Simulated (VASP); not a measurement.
A run of VASP 6.6.1 is set up as follows.

Contents of INCAR:

```
PREC = Accurate ; ENCUT = 520
EDIFF = 1E-6 ; ISMEAR = 0
SIGMA = 0.01 ; LREAL = False
LASPH = True ; NELM = 80
ALGO = Normal ; ISIF = 2
LWAVE = False ; LCHARG = True
GGA = PE ; LELF = True
LVHAR = True ; NBANDS = 16
```

KPOINTS

```
Automatic mesh
0
Gamma
  6 6 6
```

The input POSCAR:

```
GaN
1.0
    0.0000000000      2.2939315919      2.2939315919
    2.2939315919      0.0000000000      2.2939315919
    2.2939315919      2.2939315919      0.0000000000
Ga N
1 1
Direct
    0.0000000000      0.0000000000      0.0000000000
    0.2500000000      0.2500000000      0.2500000000
```

Potentials or basis: VASP PAW PBE potentials, release 64 (Ga_d, N).

Run with:

```bash
$ cat potpaw_PBE.64/Ga_d/POTCAR potpaw_PBE.64/N/POTCAR > POTCAR
$ mpirun -np 1 vasp_std > vasp.out
```

Task: Predict the band gap on the k mesh.

Result: 1.38 eV.

Task: What does it give for the pressure?

Result: -4.1 GPa.

Caveat: the cell differs from its parent crystal (strain +2.0%); the cell stands under tension.
